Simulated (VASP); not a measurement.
Wanted: the native input for a VASP 6.6.1 run.

* Task: relaxation of cell and atoms
* Functional: LDA
* Potentials or basis: VASP PAW LDA potentials, release 64 (Mg, H)
* Cutoff: 600 eV
* k mesh: 9 × 9 × 7
* Occupations: fermi-dirac, width 0.01 eV
* Spin: no spin polarisation
* Target pressure: 20 GPa
* Dipole correction: no
* Further INCAR settings: ALGO = Normal; EDIFF = 1e-06; IBRION = 2; EDIFFG = -0.03; NSW = 80; ISIF = 3

The structure of MgH2 lies in POSCAR:

```
MgH2
1.0
    3.0000000000      0.0000000000      0.0000000000
   -1.5000000000      2.5980762114      0.0000000000
    0.0000000000      0.0000000000      3.3000000000
Mg H
1 2
Direct
    0.0000000000      0.0000000000      0.0000000000
    0.3333333333      0.6666666667      0.5000000000
    0.6666666667      0.3333333333      0.5000000000
```

These files were run (other wordings do the same):

INCAR

```
SYSTEM = MgH2
PREC = Accurate
ENCUT = 600
EDIFF = 1E-6
ISMEAR = -1
SIGMA = 0.01
LREAL = .FALSE.
LASPH = .TRUE.
NELM = 100
ALGO = Normal
ISIF = 3
LWAVE = .FALSE.
LCHARG = .FALSE.
GGA = CA
IBRION = 2
NSW = 80
EDIFFG = -0.03
PSTRESS = 200.0
```

KPOINTS

```
regular mesh
0
G
  9 9 7
  0 0 0
```

Potentials or basis: VASP PAW LDA potentials, release 64 (Mg, H).

Command:

```console
$ cat potpaw_LDA.64/Mg/POTCAR potpaw_LDA.64/H/POTCAR > POTCAR
$ mpirun -np 1 vasp_std > vasp.out
```

Results of the run:

```
Relaxed volume                                         : 6.36 Å³/atom
Relaxed cell                                           : a = 2.845 Å, b = 2.845 Å, c = 2.721 Å, α = 90.00°, β = 90.00°, γ = 120.00°
Space group after relaxing (to 0.05 Å)                 : P6/mmm (No. 191)
Energy change on relaxing (the enthalpy is what falls) : +23.8 meV/atom
Ionic steps                                            : 14
Pressure after relaxing                                : 19.8 GPa
Band gap on the k mesh                                 : zero (band 2 reaches 10.33 eV, above the bottom of band 3 at 4.51 eV)
```

Caveat: the cell is relaxed towards a set pressure, so the enthalpy falls and the energy may rise; the volume moved by over 15 % at a fixed basis, so the end points are rough.

It took 24 s on 1 thread of Intel(R) Xeon(R) Platinum 8488C (Sapphire Rapids) (shared host), peak memory 0.15 GiB.
